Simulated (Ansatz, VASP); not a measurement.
**LiF in VASP and in Ansatz**

```
Li F
1.0
     0.00000    1.95375    1.95375
     1.95375    0.00000    1.95375
     1.95375    1.95375    0.00000
Li F
1 1
Direct
  0.00000 0.00000 0.00000
  0.50000 0.50000 0.50000
```

Alike in both runs: functional LDA; k mesh 14 × 14 × 14; occupations gaussian, width 0.02 eV; no spin polarisation.

Ansatz relaxed the structure, and its values are those at the end. VASP's run is a single point on that final structure, the one shown.

```csv
,VASP,Ansatz
version,VASP 6.6.1,Ansatz 0.2.0
potentials or method,"VASP PAW LDA potentials, release 64 (Li_sv, F), cutoff 520 eV","scalar-relativistic, plane waves, PAW"
valence electrons in the cell,10,10
```

Ansatz gave:

| Item | Value |
| --- | --- |
| gap on the k mesh at the Fermi level (eV) | 9.71 |
| least direct gap on the mesh (eV) | 9.71 |

**Question.** Which values does VASP return?

**Answer.** gap on the k mesh at the Fermi level (eV): 9.70; least direct gap on the mesh (eV): 9.70.

Ansatz warns that its potentials were made for another functional, while VASP's fit it. LDA's correlation is that of Perdew and Zunger in VASP and of Perdew and Wang (1992) in Ansatz.

Noted on VASP's run: the cutoff is short for stress, so the pressure is rough.
